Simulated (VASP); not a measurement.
Here is a VASP 6.6.1 calculation.

The input POSCAR:

```
Ru
1.0
    2.6876397213      0.0000000000      0.0000000000
   -1.3438198606      2.3275642749      0.0000000000
    0.0000000000      0.0000000000      4.2531615502
Ru
2
Direct
    0.6666666667      0.3333333333      0.7500000000
    0.3333333333      0.6666666667      0.2500000000
```

The input INCAR.step1:

```
ALGO     = Normal         # electronic algorithm
EDIFF    = 1E-4           # SCF threshold, eV
ENCUT    = 520            # plane-wave cutoff, eV
GGA      = PE             # functional
ISMEAR   = -1             # smearing method
LASPH    = T              # aspherical terms in the spheres
LCHARG   = F              # write CHGCAR
LREAL    = F              # projectors in reciprocal space
LWAVE    = T              # write WAVECAR
NBANDS   = 21             # bands
NELM     = 100            # most SCF steps
PREC     = Accurate       # precision mode
SIGMA    = 0.05           # smearing width, eV
```

File INCAR.step2:

```
ALGO     = Normal         # electronic algorithm
EDIFF    = 1E-7           # SCF threshold, eV
ENCUT    = 520            # plane-wave cutoff, eV
ISIF     = 2              # what is computed and relaxed
ISMEAR   = -1             # smearing method
ISTART   = 1            
IVDW     = 12             # dispersion correction
LASPH    = T              # aspherical terms in the spheres
LCHARG   = F              # write CHGCAR
LMIXTAU  = T            
LREAL    = F              # projectors in reciprocal space
LWAVE    = F              # write WAVECAR
METAGGA  = R2SCAN         # meta-GGA
NBANDS   = 21             # bands
NELM     = 100            # most SCF steps
PREC     = Accurate       # precision mode
SIGMA    = 0.05           # smearing width, eV
VDW_A1   = 0.49484001   
VDW_A2   = 5.73083694   
VDW_S6   = 1.0          
VDW_S8   = 0.78981345
```

Contents of KPOINTS:

```
k-points
0
Gamma
  11 11 6
```

Potentials or basis: VASP PAW PBE potentials, release 64 (Ru_pv).

Run with:

```bash
$ cat potpaw_PBE.64/Ru_pv/POTCAR > POTCAR
$ cp INCAR.step1 INCAR
$ mpirun -np 1 vasp_std > vasp.out
$ cp INCAR.step2 INCAR
$ mpirun -np 1 vasp_std > vasp.out
```

(1) Predict the band gap on the k mesh.

(2) Predict the dispersion energy per atom.

(3) Estimate the pressure.

Answers

(1) zero (band 14 reaches 14.71 eV, above the bottom of band 15 at 11.40 eV).

(2) -0.300 eV.

(3) 3.0 GPa.

Caveat: the PAW data sets were made with another functional, which shifts forces and pressure a little; pairwise dispersion overbinds metals, which lowers pressure and volume.
